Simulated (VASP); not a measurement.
# Si64HC64 (a cell with a defect) in VASP: single point with PBE

Aim: the single point of Si64HC64 (a cell with a defect) with PBE.

Program: VASP 6.6.1. These are calculated values, not measurements. Logs are shortened: lines on timing, memory, paths and dates and some standing lists are left out, and cuts for length are marked.

**1. The cell of the first run**

The cell holds a defect, 129 atoms: a = 12.388 Å, b = 12.388 Å, c = 12.388 Å, α = 60.00°, β = 60.00°, γ = 60.00°.

**2. Single point, PBE**

INCAR

```
PREC = Accurate ; ENCUT = 520
EDIFF = 1E-6 ; ISMEAR = -1
SIGMA = 0.01 ; LREAL = Auto
LASPH = True ; NELM = 120
ALGO = Normal ; ISIF = 2
LWAVE = False ; LCHARG = False
GGA = PE ; NBANDS = 326
NELECT = 514.0 ; GGA_COMPAT = False
```

KPOINTS

```
Automatic mesh
0
Gamma
  1 1 1
  0.25 0.25 0.25
```

POSCAR

```
Si64HC64
1.0
    0.0000000000      8.7594100000      8.7594100000
    8.7594100000      0.0000000000      8.7594100000
    8.7594100000      8.7594100000      0.0000000000
Si C H
64 64 1
Direct
    0.1879164236      0.1868238843      0.1890541715
    0.1874005783      0.1876471703      0.4383392831
    0.1874861435      0.1875920867      0.6886406733
    0.1888951425      0.1859475695      0.9391752413
    0.1880099801      0.4369539158      0.1870853745
    0.1867159432      0.4362856060      0.4386129317
[... 121 lines left out ...]
    0.7497927943      0.7487526557      0.7510751866
    0.4074095744      0.7823666777      0.4653037705
```

Potentials or basis: VASP PAW PBE potentials, release 64 (Si, C, H).

The run is started by

```console
$ cat potpaw_PBE.64/Si/POTCAR potpaw_PBE.64/C/POTCAR potpaw_PBE.64/H/POTCAR > POTCAR
$ mpirun -np 1 vasp_std > vasp.out
```

OUTCAR:

```text
PREC = Accurate
   ENCUT = 520
   EDIFF = 1E-6
   ISMEAR = -1
   LREAL = Auto
   LASPH = True
   NELM = 120
   ISIF = 2
   GGA = PE
   NELECT = 514.0

 ion  position               nearest neighbor table
   1  0.188  0.187  0.189-  85 1.89  70 1.89  86 1.90  82 1.91  53 3.08   8 3.09   5 3.09  20 3.09
                             2 3.09  49 3.09   4 3.09  17 3.10  14 3.10  50 3.10  29 3.11  13 3.11
   2  0.187  0.188  0.438-  86 1.89  83 1.89  87 1.89  71 1.90  30 3.03   6 3.08   1 3.09  17 3.09
                            18 3.10  50 3.10   5 3.10   3 3.10  14 3.10  54 3.10  15 3.10  51 3.11
   3  0.187  0.188  0.689-  72 1.89  88 1.89  87 1.90  84 1.90   7 3.07  55 3.09   6 3.09  52 3.10
                            51 3.10  18 3.10  19 3.10   2 3.10   4 3.10  15 3.10  31 3.11  16 3.11
   4  0.189  0.186  0.939-  81 1.89  88 1.89  85 1.90  69 1.90  19 3.08  32 3.08  20 3.08   8 3.09
                            13 3.09  16 3.09   1 3.09   7 3.10   3 3.10  52 3.11  49 3.11  56 3.11
   5  0.188  0.437  0.187-  89 1.89  86 1.89  74 1.90  90 1.90   8 3.07  53 3.08   1 3.09  17 3.09
                            24 3.09   9 3.09  57 3.09  12 3.10  21 3.10   2 3.10   6 3.10  54 3.11
   6  0.187  0.436  0.439-  87 1.89  91 1.89  75 1.89  90 1.91  10 3.06  22 3.07   2 3.08  55 3.08
                             3 3.09  54 3.09  18 3.09   7 3.09   5 3.10  58 3.11   9 3.12  21 3.12
   7  0.187  0.436  0.689-  76 1.89  88 1.89  91 1.90  92 1.90   3 3.07  55 3.08  56 3.09   6 3.09
                             4 3.10  22 3.10  19 3.10  59 3.10  11 3.10  10 3.10  23 3.11   8 3.12
   8  0.188  0.436  0.940-  73 1.89  85 1.89  89 1.89  92 1.91   5 3.07  53 3.08   1 3.09  23 3.09
                             4 3.09  56 3.10  24 3.10  12 3.10  60 3.10  20 3.10  11 3.11   7 3.12
   9  0.187  0.687  0.187-  93 1.89  94 1.89  78 1.90  90 1.90  25 3.07  10 3.07  16 3.07  57 3.08
[... 27 lines left out ...]
  23  0.438  0.434  0.691- 104 1.89 108 1.89 107 1.90  92 1.90  24 3.07  35 3.08  19 3.08  39 3.08
                            20 3.08   8 3.09  26 3.11  27 3.11   7 3.11  11 3.12  38 3.12
  24  0.438  0.438  0.937-  89 1.89 105 1.89 108 1.90 101 1.91  28 3.07  23 3.07  27 3.08  21 3.08
                            12 3.08  39 3.09   5 3.09   8 3.10  40 3.10  36 3.11  17 3.11  20 3.11
  25  0.437  0.684  0.186- 106 1.89 109 1.89  94 1.89 110 1.90  26 2.81  21 3.06   9 3.07  28 3.08
                            32 3.09  44 3.10  37 3.10  13 3.10  10 3.11  22 3.11  41 3.13  29 3.14
  26  0.429  0.666  0.425- 129 1.61 107 1.81 110 1.83  95 1.88 111 2.37  22 2.76  25 2.81  10 2.84
                            38 3.09  41 3.11  23 3.11
  27  0.435  0.688  0.689- 111 1.85  96 1.88 112 1.89 108 1.89  12 3.06  28 3.07  24 3.08  15 3.09
                            11 3.09  43 3.10  31 3.11  39 3.11  23 3.11  42 3.15
  28  0.437  0.687  0.937- 112 1.89  93 1.89 105 1.89 109 1.90  27 3.07  24 3.07  31 3.08  25 3.08
                            12 3.08  43 3.08  16 3.10   9 3.10  40 3.10  21 3.10  44 3.12  32 3.12
  29  0.438  0.935  0.191-  97 1.89  82 1.90  98 1.90 110 1.91  45 3.08  48 3.09  41 3.10  20 3.10
                            32 3.10  14 3.10  17 3.11   1 3.11  13 3.11  30 3.14  25 3.14
  30  0.435  0.947  0.439-  99 1.86  98 1.89  83 1.89 111 1.95  18 2.99   2 3.03  17 3.04  31 3.06
                            46 3.06  15 3.09  45 3.11  29 3.14
  31  0.438  0.937  0.690- 100 1.89 112 1.89  99 1.89  84 1.90  30 3.06  28 3.08  47 3.08  43 3.08
                            19 3.08  32 3.09  46 3.09  16 3.10  27 3.11   3 3.11  18 3.11  15 3.12
  32  0.437  0.937  0.940- 100 1.89  81 1.89  97 1.90 109 1.90  19 3.08  20 3.08   4 3.08  13 3.09
                            31 3.09  25 3.09  47 3.10  48 3.10  16 3.10  29 3.10  44 3.11  28 3.12
[... 389 lines left out ...]
   LHFCALC =     F    Hartree Fock is set to
   AEXX    =    0.0000 exact exchange contribution
   IVDW    =     0    specifies the selected vdW correction
   LEPSILON=     F    determine dielectric tensor
   LRPA    =     F    only Hartree local field effects (RPA)
 non-spin polarized calculation
  energy-cutoff  :      520.00
  volume of cell :     1344.17
 maximum number of plane-waves:     36152
 NGX is ok and might be reduce to    96
   NGX = 47   NGY = 47   NGZ = 47

 number of electron     514.0000020 magnetization

 Free energy of the ion-electron system (eV)
  ---------------------------------------------------
  ext. energy  EPLUGINS =         0.00000000
  ---------------------------------------------------
  free energy    TOTEN  =      -951.10558574 eV

  energy without entropy =     -951.10554640  energy(sigma->0) =     -951.10556607

 E-fermi :   9.4898     XC(G=0): -11.3078

 val. band max:        9.4041201936   @ k =   0.2500   0.2500   0.2500
 cond. band min:       9.5797581722   @ k =   0.0000   0.0000  -0.2500
 fundamental gap:      0.1756379786
 Fermi energy:         9.4897565875

 k-point     1 :       0.2500    0.2500    0.2500
  band No.  band energies     occupation
      1      -7.3200      2.00000
      2      -6.7394      2.00000
      3      -6.4534      2.00000
      4      -6.2853      2.00000
      5      -6.2753      2.00000
      6      -6.1237      2.00000
[... 1077 lines left out ...]
    268      11.6042      0.00000
    269      11.6313      0.00000
 [bands above 269 left out]

------------------------ aborting loop because EDIFF is reached ----------------------------------------

  FORCE on cell =-STRESS in cart. coord.  units (eV):
  Direction    XX          YY          ZZ          XY          YZ          ZX
  --------------------------------------------------------------------------------------
  -------------------------------------------------------------------------------------
  Total       18.0312827     12.8057048     15.6601534      1.7568373     -1.1307139      2.7514135
  in kB       21.4922877     15.2636890     18.6660333      2.0940525     -1.3477481      3.2795320
  external PRESSURE =      18.4740033 kB  Pullay stress =       0.0000000 kB

 VOLUME and BASIS-vectors are now :
 -----------------------------------------------------------------------------
  energy-cutoff  :      520.00
  volume of cell :     1344.17
      direct lattice vectors                 reciprocal lattice vectors
     0.000000000  8.759410000  8.759410000    -0.057081470  0.057081470  0.057081470
     8.759410000  0.000000000  8.759410000     0.057081470 -0.057081470  0.057081470
     8.759410000  8.759410000  0.000000000     0.057081470  0.057081470 -0.057081470

 POSITION                                       TOTAL-FORCE (eV/Angst)
 -----------------------------------------------------------------------------------
      3.29247      3.30204      3.28250         0.023120      0.014320      0.006768
      5.48327      5.48111      3.28520         0.060632     -0.001726      0.047606
      7.67528      7.67435      3.28546         0.017937     -0.002826      0.038706
      9.85541      9.88123      3.28340         0.030215     -0.015826      0.004780
      5.46622      3.28561      5.47431         0.049643      0.021089     -0.060968
      7.66360      5.47751      5.45713         0.053001      0.002043      0.013084
[... 121 lines left out ...]
     13.13761     13.14672     13.12637        -0.026854     -0.014784     -0.011099
     10.92886      7.64445     10.42174         0.922371      2.241257      1.168283
 -----------------------------------------------------------------------------------
    total drift:                                0.029441      0.254426     -0.114237

  FREE ENERGIE OF THE ION-ELECTRON SYSTEM (eV)
  ---------------------------------------------------
  free  energy   TOTEN  =      -951.1055857427 eV

  energy  without entropy=     -951.1055464009  energy(sigma->0) =     -951.10556607
```

OSZICAR:

```text
N       E                     dE             d eps       ncg     rms          rms(c)
DAV:   1     0.169840495009E+04    0.16984E+04   -0.23607E+05  2608   0.143E+03
DAV:   2    -0.873763150339E+03   -0.25722E+04   -0.24488E+04  3216   0.248E+02
DAV:   3    -0.106398748414E+04   -0.19022E+03   -0.18800E+03  3072   0.644E+01
DAV:   4    -0.106893857119E+04   -0.49511E+01   -0.49216E+01  3048   0.113E+01
DAV:   5    -0.106910097193E+04   -0.16240E+00   -0.16204E+00  3064   0.192E+00    0.695E+01
DAV:   6    -0.954407153403E+03    0.11469E+03   -0.40417E+02  2832   0.246E+01    0.306E+01
DAV:   7    -0.951584639376E+03    0.28225E+01   -0.30631E+01  3216   0.725E+00    0.136E+01
DAV:   8    -0.951124193916E+03    0.46045E+00   -0.19904E+00  2976   0.205E+00    0.365E+00
DAV:   9    -0.951097004217E+03    0.27190E-01   -0.27145E-01  2968   0.827E-01    0.602E-01
DAV:  10    -0.951103575208E+03   -0.65710E-02   -0.27895E-02  3264   0.267E-01    0.325E-01
DAV:  11    -0.951105528039E+03   -0.19528E-02   -0.44961E-03  2848   0.120E-01    0.111E-01
DAV:  12    -0.951105546026E+03   -0.17987E-04   -0.69500E-04  3088   0.448E-02    0.549E-02
DAV:  13    -0.951105567519E+03   -0.21493E-04   -0.17629E-04  2880   0.229E-02    0.160E-02
DAV:  14    -0.951105582459E+03   -0.14939E-04   -0.15033E-05  2888   0.623E-03    0.734E-03
DAV:  15    -0.951105585441E+03   -0.29828E-05   -0.27719E-06  2240   0.283E-03    0.370E-03
DAV:  16    -0.951105585743E+03   -0.30130E-06   -0.35604E-07  1568   0.111E-03
   1 F= -.95110559E+03 E0= -.95110557E+03  d E =-.393418E-04
```

stdout:

```text
POSCAR found type information on POSCAR SiC H
 POSCAR found :  3 types and     129 ions
 scaLAPACK will be used
 LDA part: xc-table for (Slater+PW92), standard interpolation
 POSCAR, INCAR and KPOINTS ok, starting setup
 FFT: planning ... GRIDC
 FFT: planning ... GRID_SOFT
 FFT: planning ... GRID
 WAVECAR not read
 entering main loop
 the old and the new charge density differ
 old charge density:   513.00000 new  514.00000
    0.695E+01
```

Run time: 2.8 h. Hardware: 1 thread of AMD EPYC 7R13, shared host; peak memory 2.2 GiB.

Results:

* Free energy: -951.1056 eV
* Largest force: 2.691 eV/Å

Caveat: the cell carries a net charge on a neutralising background, which shifts energy and pressure; the cell is charged against a uniform background, so pressure and absolute levels hang on convention.
